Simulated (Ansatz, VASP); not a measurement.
# Two plane-wave programs on GaP

```
Ga P
1.0
     0.00000    2.61624    2.94327
     2.61624    0.00000    2.94327
     2.61624    2.61624    0.00000
Ga P
1 1
Direct
  0.00000 0.00000 0.00000
  0.75000 0.75000 0.75000
```

Change from the starting cell: strain -0.040 along x and y, +0.080 along z, atoms carried along.

Alike in both runs: task single point; functional PBEsol; k mesh 8 × 8 × 8; occupations gaussian, width 0.05 eV; no spin polarisation.

|  | VASP | Ansatz |
| --- | --- | --- |
| version | VASP 6.6.1 | Ansatz 0.2.0 |
| potentials or method | VASP PAW PBE potentials, release 64 (Ga_d, P), cutoff 520 eV | scalar-relativistic, plane waves, PAW |
| valence electrons in the cell | 18 | 18 |

Ansatz gave:

```
gap on the k mesh at the Fermi level (eV)                     : 0.94
least direct gap on the mesh (eV)                             : 1.38
pressure (GPa)                                                : -0.4
traceless stress, the component that is largest in VASP (GPa) : -7.13
```

Problem. Estimate VASP's values.

Solution. gap on the k mesh at the Fermi level (eV): 0.94; least direct gap on the mesh (eV): 1.39; pressure (GPa): -0.5; traceless stress, the component that is largest in VASP (GPa): -7.14.

VASP's potentials were made for PBE, not for PBEsol. With one functional, cell and mesh, what is left measures potentials, basis and numerics.
